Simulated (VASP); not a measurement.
# AlN (P6_3mc) in VASP: notebook

The runs below take AlN through phonons, with r2SCAN.

Everything below comes from runs of VASP 6.6.1. Logs are shortened: lines on timing, memory, paths and dates and some standing lists are left out, and cuts for length are marked.

## Step 1: The cell of the first run

The structure is hexagonal, space group P6_3mc (No. 186). The conventional cell has a = 3.098 Å, b = 3.098 Å, c = 4.961 Å, α = 90.00°, β = 90.00°, γ = 120.00°. Al (site symmetry 3m) has 4 N at 1.88 to 1.89 Å within 2.5 Å. Within 2.5 Å of N (site symmetry 3m) lie 4 Al at 1.88 to 1.89 Å.

## Step 2: Phonons, r2SCAN

Input file INCAR:

```
SYSTEM = AlN
  ALGO = Normal
  EDIFF = 1E-8
  ENCUT = 520
  IBRION = 6
  ISIF = 2
  ISMEAR = 0
  LASPH = .True.
  LCHARG = .False.
  LMIXTAU = .True.
  LREAL = .False.
  LWAVE = .False.
  METAGGA = R2SCAN
  NELM = 80
  NFREE = 2
  NSW = 1
  POTIM = 0.015
  PREC = Accurate
  SIGMA = 0.01
```

Input file KPOINTS:

```
k-points
0
Gamma
  8 8 4
  0 0 0
```

Input file POSCAR:

```
AlN
1.0
    3.0976320730      0.0000000000      0.0000000000
   -1.5488160365      2.6826280668      0.0000000000
    0.0000000000      0.0000000000      4.9609329061
Al N
2 2
Direct
    0.3333333333      0.6666666667     -0.0008828270
    0.6666666667      0.3333333333      0.4991171730
    0.3333333333      0.6666666667      0.3808828270
    0.6666666667      0.3333333333      0.8808828270
```

Potentials or basis: VASP PAW PBE potentials, release 64 (Al, N).

Launch:

```bash
cat potpaw_PBE.64/Al/POTCAR potpaw_PBE.64/N/POTCAR > POTCAR
mpirun -np 1 vasp_std > vasp.out
```

OUTCAR:

```text
SYSTEM = AlN
   EDIFF = 1E-8
   ENCUT = 520
   IBRION = 6
   ISIF = 2
   ISMEAR = 0
   LASPH = .True.
   LREAL = .False.
   METAGGA = R2SCAN
   NELM = 80
   NFREE = 2
   NSW = 1
   POTIM = 0.015
   PREC = Accurate

 ion  position               nearest neighbor table
   1  0.333  0.667  0.999-   4 1.88   4 1.88   4 1.88   3 1.89   2 3.06   2 3.06   2 3.06   2 3.06
                             2 3.06   2 3.06
   2  0.667  0.333  0.499-   3 1.88   3 1.88   3 1.88   4 1.89   1 3.06   1 3.06   1 3.06   1 3.06
                             1 3.06   1 3.06
   3  0.333  0.667  0.381-   2 1.88   2 1.88   2 1.88   1 1.89
   4  0.667  0.333  0.881-   1 1.88   1 1.88   1 1.88   2 1.89

  LATTYP: Found a hexagonal cell.
 ALAT       =     3.0976320730
 C/A-ratio  =     1.6015242576

  Lattice vectors:

 A1 = (   3.0976320730,   0.0000000000,   0.0000000000)
 A2 = (  -1.5488160365,   2.6826280668,   0.0000000000)
 A3 = (   0.0000000000,   0.0000000000,   4.9609329061)

Analysis of symmetry for initial positions (statically):
=====================================================================
 Subroutine PRICEL returns:
 Original cell was already a primitive cell.

 Routine SETGRP: Setting up the symmetry group for a
 hexagonal supercell.

 Subroutine GETGRP returns: Found 12 space group operations
 (whereof  6 operations were pure point group operations)
 out of a pool of 24 trial point group operations.

The static configuration has the point symmetry C_3v.
 The point group associated with its full space group is C_6v.

Analysis of symmetry for dynamics (positions and initial velocities):
=====================================================================
 Subroutine PRICEL returns:
 Original cell was already a primitive cell.

 Routine SETGRP: Setting up the symmetry group for a
 hexagonal supercell.

 Subroutine GETGRP returns: Found 12 space group operations
 (whereof  6 operations were pure point group operations)
 out of a pool of 24 trial point group operations.

The dynamic configuration has the point symmetry C_3v.
 The point group associated with its full space group is C_6v.

 Subroutine INISYM returns: Found 12 space group operations
 (whereof  6 operations are pure point group operations),
 and found     1 'primitive' translations

----------------------------------------------------------------------------------------

                                     Primitive cell

  volume of cell :      41.2243

  direct lattice vectors                    reciprocal lattice vectors
     3.097632073  0.000000000  0.000000000     0.322827236  0.186384392  0.000000000
    -1.548816037  2.682628067  0.000000000     0.000000000  0.372768783  0.000000000
     0.000000000  0.000000000  4.960932906     0.000000000  0.000000000  0.201574990

  length of vectors
     3.097632073  3.097632073  4.960932906     0.372768783  0.372768783  0.201574990

  position of ions in fractional coordinates (direct lattice)
     0.333333333  0.666666667  0.999117173
     0.666666667  0.333333333  0.499117173
     0.333333333  0.666666667  0.380882827
     0.666666667  0.333333333  0.880882827

  ion indices of the primitive-cell ions
   primitive index   ion index
                 1           1
                 2           2
                 3           3
                 4           4

----------------------------------------------------------------------------------------

 KPOINTS: k-points

Automatic generation of k-mesh.
 Grid dimensions read from file:
 generate k-points for:    8    8    4

 Generating k-lattice:

  Cartesian coordinates                     Fractional coordinates (reciprocal lattice)
     0.040353404  0.023298049  0.000000000     0.125000000 -0.000000000  0.000000000
     0.000000000  0.046596098  0.000000000     0.000000000  0.125000000  0.000000000
     0.000000000  0.000000000  0.050393747     0.000000000  0.000000000  0.250000000

  Length of vectors
     0.046596098  0.046596098  0.050393747

  Shift w.r.t. Gamma in fractional coordinates (k-lattice)
     0.000000000  0.000000000  0.000000000

 Subroutine IBZKPT returns following result:
 ===========================================

 Found     30 irreducible k-points:

 Following reciprocal coordinates:
            Coordinates               Weight
  0.000000  0.000000  0.000000      1.000000
  0.125000 -0.000000  0.000000      6.000000
  0.250000 -0.000000  0.000000      6.000000
  0.375000  0.000000  0.000000      6.000000
  0.500000 -0.000000  0.000000      3.000000
  0.125000  0.125000  0.000000      6.000000
[... 16 lines left out ...]
  0.250000 -0.000000  0.500000      6.000000
  0.375000  0.000000  0.500000      6.000000
 [... further k-points ...]
   k-points           NKPTS =     30   k-points in BZ     NKDIM =     30   number of bands    NBANDS=     12
   number of dos      NEDOS =    301   number of ions     NIONS =      4
   total plane-waves  NPLWV =  23040
   dimension x,y,z NGX =    24 NGY =   24 NGZ =   40
   dimension x,y,z NGXF=    48 NGYF=   48 NGZF=   80
   ions per type =               2   2
   NGX,Y,Z   is equivalent  to a cutoff of  12.88, 12.88, 13.40 a.u.
   NGXF,Y,Z  is equivalent  to a cutoff of  25.76, 25.76, 26.81 a.u.
 SYSTEM =  AlN
   PREC   = accura    normal or accurate (medium, high low for compatibility)
   ISTART =      0    job   : 0-new  1-cont  2-samecut
   ICHARG =      2    charge: 1-file 2-atom 10-const
   ISPIN  =      1    spin polarized calculation?
   LNONCOLLINEAR =      F non collinear calculations
   LSORBIT =      F    spin-orbit coupling
   LASPH  =      T    aspherical Exc in radial PAW
   ENCUT  =  520.0 eV  38.22 Ry    6.18 a.u.   5.76  5.76  9.22*2*pi/ulx,y,z
   NELM   =     80;   NELMIN=  2; NELMDL= -5     # of ELM steps
   EDIFF  = 0.1E-07   stopping-criterion for ELM
   LREAL  =      F    real-space projection
   EDIFFG = 0.1E-06   stopping-criterion for IOM
   NSW    =     85    number of steps for IOM
   IBRION =      6    ionic relax: 0-MD 1-quasi-New 2-CG
   NFREE  =      2    steps in history (QN), initial steepest desc. (CG)
   ISIF   =      2    stress and relaxation
   ISYM   =      2    0-nonsym 1-usesym 2-fastsym
   POTIM  = 0.0150    time-step for ionic-motion
   TEBEG  =    0.0;   TEEND  =   0.0 temperature during run
   PSTRESS=    0.0 pullay stress
   NELECT =      16.0000    total number of electrons
   NUPDOWN=      -1.0000    fix difference up-down
   EMIN   =  10.00;   EMAX   =-10.00  energy-range for DOS
   EFERMI =   0.00;   METHOD = LEGACY
   ISMEAR =     0;   SIGMA  =   0.01  broadening in eV -4-tet -1-fermi 0-gaus
   EFERMI_NEDOS =   21; number of points for ismear=-14 and -15
   IALGO  =     38    algorithm
   IMIX   =      4    mixing-type and parameters
     AMIX     =   0.40;   BMIX     =  1.00
     AMIX_MAG =   1.60;   BMIX_MAG =  1.00
  volume/ion in A,a.u.               =      10.31        69.55
  Fermi-wavevector in a.u.,A,eV,Ry     =   1.194163  2.256641 19.402251  1.426025
  Thomas-Fermi vector in A             =   2.330160
   LORBIT       =      0    0 simple, 1 ext, 2 COOP (PROOUT), +10 PAW based schemes
   METAGGA = R2SCAN    functional components
   LHFCALC =     F    Hartree Fock is set to
   AEXX    =    0.0000 exact exchange contribution
   IVDW    =     0    specifies the selected vdW correction
   LEPSILON=     F    determine dielectric tensor
   LRPA    =     F    only Hartree local field effects (RPA)
 finite differences with symmetry
 non-spin polarized calculation
 Gauss-broadening in eV      SIGMA  =   0.01
  energy-cutoff  :      520.00
  volume of cell :       41.22
 maximum number of plane-waves:      1124
 NGX is ok and might be reduce to    24
   NGX = 11   NGY = 11   NGZ = 19

--------------------------------------- Ionic step        1  -------------------------------------------

 number of electron      15.9999996 magnetization

 Free energy of the ion-electron system (eV)
  ---------------------------------------------------
  ext. energy  EPLUGINS =         0.00000000
  ---------------------------------------------------
  free energy    TOTEN  =       -38.45444676 eV

  energy without entropy =      -38.45444676  energy(sigma->0) =      -38.45444676

------------------------ aborting loop because EDIFF is reached ----------------------------------------

  FORCE on cell =-STRESS in cart. coord.  units (eV):
  Direction    XX          YY          ZZ          XY          YZ          ZX
  --------------------------------------------------------------------------------------
  -------------------------------------------------------------------------------------
  Total        0.4158067      0.4158067      0.4232976      0.0000000     -0.0000000      0.0000000
  in kB       16.1602626     16.1602626     16.4513944      0.0000000     -0.0000000      0.0000000
  external PRESSURE =      16.2573065 kB  Pullay stress =       0.0000000 kB
[... 291 lines left out ...]
--------------------------------------- Ionic step        9  -------------------------------------------

 number of electron      15.9999997 magnetization

 Free energy of the ion-electron system (eV)
  ---------------------------------------------------
  ext. energy  EPLUGINS =         0.00000000
  ---------------------------------------------------
  free energy    TOTEN  =       -38.45205770 eV

  energy without entropy =      -38.45205770  energy(sigma->0) =      -38.45205770

 E-fermi :   6.0316     XC(G=0): -11.4593

 val. band max:        5.9870335233   @ k =   0.0000   0.0000   0.0000
 cond. band min:      11.0138492594   @ k =   0.0000   0.0000   0.0000
 fundamental gap:      5.0268157361
 Fermi energy:         6.0315930736

 k-point     1 :       0.0000    0.0000    0.0000
  band No.  band energies     occupation
      1     -10.0298      2.00000
      2      -7.8752      2.00000
      3      -0.1102      2.00000
      4       5.1263      2.00000
      5       5.1263      2.00000
      6       5.7911      2.00000
      7       5.7911      2.00000
      8       5.9870      2.00000
      9      11.0138      0.00000
     10      13.6230      0.00000
     11      17.6875      0.00000
     12      18.1193      0.00000
[... 331 lines left out ...]
 k-point    24 :       0.3750    0.0000    0.5000
  band No.  band energies     occupation
      1      -7.9588      2.00000
      2      -7.9371      2.00000
      3       0.8081      2.00000
      4       0.8328      2.00000
      5       4.4563      2.00000
      6       4.4863      2.00000
      7       4.6122      2.00000
      8       4.6461      2.00000
      9      12.3807      0.00000
     10      12.4338      0.00000
     11      16.4305      0.00000
     12      16.5078      0.00000

 [... further k-points ...]

------------------------ aborting loop because EDIFF is reached ----------------------------------------

  FORCE on cell =-STRESS in cart. coord.  units (eV):
  Direction    XX          YY          ZZ          XY          YZ          ZX
  --------------------------------------------------------------------------------------
  -------------------------------------------------------------------------------------
  Total        0.3305880      0.3305880      0.6267564      0.0000000      0.0000000      0.0000000
  in kB       12.8482502     12.8482502     24.3587916      0.0000000      0.0000000      0.0000000
  external PRESSURE =      16.6850973 kB  Pullay stress =       0.0000000 kB
[... 19 lines left out ...]
  FREE ENERGIE OF THE ION-ELECTRON SYSTEM (eV)
  ---------------------------------------------------
  free  energy   TOTEN  =       -38.4520576986 eV

  energy  without entropy=      -38.4520576986  energy(sigma->0) =      -38.45205770

 INTERNAL STRAIN TENSORS FROM DISPLACED ATOMS
 ============================================

 INTERNAL STRAIN TENSOR FOR ION    1 for displacements in x,y,z  (eV/Angst):
          X           Y           Z          XY          YZ          ZX
  --------------------------------------------------------------------------------
  x    -0.00000     0.00000    -0.00000    -9.38211    -0.00000    -5.53560
  y    -9.38211     9.38211     0.00000     0.00000    -5.53561     0.00000
  z    -5.79238    -5.79238    12.84937     0.00000     0.00000     0.00000

 INTERNAL STRAIN TENSOR FOR ION    4 for displacements in x,y,z  (eV/Angst):
          X           Y           Z          XY          YZ          ZX
  --------------------------------------------------------------------------------
  x     0.00000     0.00000     0.00000    11.15763     0.00000     5.53613
  y    11.15763   -11.15763    -0.00000     0.00000     5.53614    -0.00000
  z     5.78575     5.78575   -12.93798     0.00000     0.00000     0.00000

 Eigenvectors and eigenvalues of the dynamical matrix
 ----------------------------------------------------

   1 f  =   22.468324 THz   141.172644 2PiTHz  749.462620 cm-1    92.921480 meV
             X         Y         Z           dx          dy          dz
     -0.000000  1.788419  4.956553     0.000000   -0.000000   -0.006971
      1.548816  0.894209  2.476087     0.000000   -0.000000    0.006971
     -0.000000  1.788419  1.889534    -0.000000    0.000000   -0.707072
      1.548816  0.894209  4.370001    -0.000000    0.000000    0.707072
[... 71 lines left out ...]
  12 f/i=    0.024543 THz     0.154208 2PiTHz    0.818666 cm-1     0.101502 meV
             X         Y         Z           dx          dy          dz
     -0.000000  1.788419  4.956553     0.000000    0.000000    0.574277
      1.548816  0.894209  2.476087     0.000000    0.000000    0.574277
     -0.000000  1.788419  1.889534     0.000000    0.000000    0.412560
      1.548816  0.894209  4.370001     0.000000    0.000000    0.412560

 ELASTIC MODULI CONTR FROM IONIC RELAXATION (kBar)
 Direction    XX          YY          ZZ          XY          YZ          ZX
 --------------------------------------------------------------------------------
 XX        -752.4131    368.0601    428.0271     -0.0000      0.0000     -0.0000
 YY         368.0601   -752.4131    428.0271      0.0000     -0.0000      0.0000
 ZZ         428.0271    428.0271   -953.3277     -0.0000      0.0000      0.0000
 XY          -0.0000      0.0000     -0.0000   -560.2366      0.0000     -0.0000
 YZ          -0.0000     -0.0000      0.0000      0.0000   -147.5776      0.0000
 ZX          -0.0000      0.0000      0.0000     -0.0000      0.0000   -147.5773
 --------------------------------------------------------------------------------
```

Wall time 18 min (1 thread of Intel Xeon 8259CL, shared host); peak memory 0.25 GiB.

Results:

- Highest phonon frequency at Γ, LO-TO splitting left out: 749 cm⁻¹

Phonon frequencies in cm⁻¹ (negative: imaginary):
```tsv
q point	frequencies
(0.000, 0.000, 0.000)	-1 0 0 250 250 563 633 678 678 690 690 749
```

Caveat: the cell stands under pressure or tension, which shifts response properties; the PAW data sets were made with another functional, which shifts forces and pressure a little.

(Part 1 of 2 ends here.)
